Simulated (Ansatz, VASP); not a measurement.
# Two plane-wave programs on BeS

```xyz
2
Lattice="0.0000 2.3951 2.3951 2.3951 0.0000 2.3951 2.3951 2.3951 0.0000" Properties=species:S:1:pos:R:3 pbc="T T T"
Be    0.0000    0.0000    0.0000
S     1.1976    1.1976    1.1976
```

Change from the starting cell: hydrostatic strain -1.6%.

Alike in both runs: task single point; functional HSE06; k mesh 6 × 6 × 6; no spin polarisation.

|  | VASP | Ansatz |
| --- | --- | --- |
| version | VASP 6.6.1 | Ansatz 0.2.0 |
| potentials or method | VASP PAW PBE potentials, release 64 (Be, S) | plane waves, PAW |
| plane-wave cutoff (eV) | 520 | 420 |
| occupations | gaussian, width 0.01 eV | fixed |
| valence electrons in the cell | 8 | 8 |

Ansatz gave:

```
gap on the k mesh at the Fermi level (eV) : 3.97
pressure (GPa)                            : 4.2
```

Problem. Estimate VASP's values.

Solution. gap on the k mesh at the Fermi level (eV): 3.96; pressure (GPa): 4.0.

Ansatz's warnings: stress exchange threshold loose, stress scf threshold loose.
